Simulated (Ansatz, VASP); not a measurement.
## One calculation of BeTe, two programs

File INCAR:

```
SYSTEM = BeTe
PREC     = Accurate       ! precision mode
ENCUT    = 600            ! plane-wave cutoff, eV
EDIFF    = 1E-6           ! SCF threshold, eV
ISMEAR   = 0              ! smearing method
SIGMA    = 0.05           ! smearing width, eV
LREAL    = .False.        ! projectors in reciprocal space
LASPH    = .True.         ! aspherical terms in the spheres
NELM     = 120            ! most SCF steps
ALGO     = Normal         ! electronic algorithm
ISIF     = 2              ! what is computed and relaxed
LWAVE    = .False.        ! write WAVECAR
LCHARG   = .False.        ! write CHGCAR
GGA      = RP             ! functional
IVDW     = 13             ! dispersion correction
NBANDS   = 11             ! bands
GGA_COMPAT= .False.
```

Contents of KPOINTS:

```
regular mesh
0
Gamma
  8 8 8
  0 0 0
```

Contents of POSCAR:

```
BeTe
1.0
    0.0000000000      2.7611638704      2.7611638704
    2.7611638704      0.0000000000      2.7611638704
    2.7611638704      2.7611638704      0.0000000000
Be Te
1 1
Direct
    0.0000000000      0.0000000000      0.0000000000
    0.7500000000      0.7500000000      0.7500000000
```

Input for Ansatz:

```yaml
crystal:
  lattice:
    - [0.0, 2.7611638704, 2.7611638704]
    - [2.7611638704, 0.0, 2.7611638704]
    - [2.7611638704, 2.7611638704, 0.0]
  atoms:
    - { symbol: Be, position: [0.0, 0.0, 0.0] }
    - { symbol: Te, position: [0.75, 0.75, 0.75] }
basis:
  ecutwfc: 420
  ecutrho_ratio: 4
kpoints:
  mp_grid: { grid: [8, 8, 8] }
hamiltonian:
  xc: rpbe
  dispersion: d4
scf:
  occupations: { method: gaussian, width: 0.05 }
output:
  forces: true
  stress: true
  eigenvalues: true
```

Alike in both runs: task single point; functional RPBE; dispersion D4; k mesh 8 × 8 × 8; occupations gaussian, width 0.05 eV; no spin polarisation.

|  | VASP | Ansatz |
| --- | --- | --- |
| version | VASP 6.6.1 | Ansatz 0.2.0 |
| potentials or method | VASP PAW PBE potentials, release 64 (Be, Te), cutoff 600 eV | scalar-relativistic, plane waves, PAW |
| valence electrons in the cell | 8 | 18 |

```csv
,VASP,Ansatz,Ansatz less VASP
gap on the k mesh at the Fermi level (eV),1.91,1.92,+0.018
least direct gap on the mesh (eV),3.58,3.60,+0.023
pressure (GPa),1.5,1.3,-0.14
```

VASP's potentials were made for PBE, not for RPBE. VASP's potentials hold 8 valence electrons a cell and Ansatz's 18, so a difference there can come from the potentials and not from the codes.

Spin-orbit coupling is off throughout.
